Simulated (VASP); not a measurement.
Here is a VASP 6.6.1 calculation.

The input POSCAR:

```
AlCo3
1.0
    3.5863899091      0.0000000000      0.0000000000
    0.0000000000      3.5863899091      0.0000000000
    0.0000000000      0.0000000000      3.5863899091
Al Co
1 3
Direct
    0.0000000000      0.0000000000      0.0000000000
    0.5000000000      0.5000000000      0.0000000000
    0.5000000000      0.0000000000      0.5000000000
    0.0000000000      0.5000000000      0.5000000000
```

INCAR.step1

```
ALGO = Normal
EDIFF = 1E-4
ENCUT = 520
GGA = PE
ISMEAR = 0
ISPIN = 2
LASPH = True
LCHARG = False
LMAXMIX = 4
LREAL = False
LWAVE = True
MAGMOM = 0 1.76 1.76 1.76
NBANDS = 27
NELM = 150
PREC = Accurate
SIGMA = 0.1
```

Contents of INCAR.step2:

```
ALGO = Normal
EDIFF = 1E-6
ENCUT = 520
ISIF = 2
ISMEAR = 0
ISPIN = 2
ISTART = 1
LASPH = True
LCHARG = False
LMAXMIX = 4
LMIXTAU = True
LORBIT = 11
LREAL = False
LWAVE = False
MAGMOM = 0 1.76 1.76 1.76
METAGGA = R2SCAN
NBANDS = 27
NELM = 150
PREC = Accurate
SIGMA = 0.1
```

The input KPOINTS:

```
k-points
0
Gamma
  12 12 12
```

Potentials or basis: VASP PAW PBE potentials, release 64 (Al, Co).

The run is started by

```console
$ cat potpaw_PBE.64/Al/POTCAR potpaw_PBE.64/Co/POTCAR > POTCAR
$ cp INCAR.step1 INCAR
$ mpirun -np 1 vasp_std > vasp.out
$ cp INCAR.step2 INCAR
$ mpirun -np 1 vasp_std > vasp.out
```

Question: Estimate the site moments.

Answer: Al -0.04; Co +1.59 μB.

Question: What does it give for the net moment?

Answer: 4.55 μB per cell.

Question: Estimate the pressure.

Answer: -0.2 GPa.

Caveat: the PAW data sets were made with another functional, which shifts forces and pressure a little.
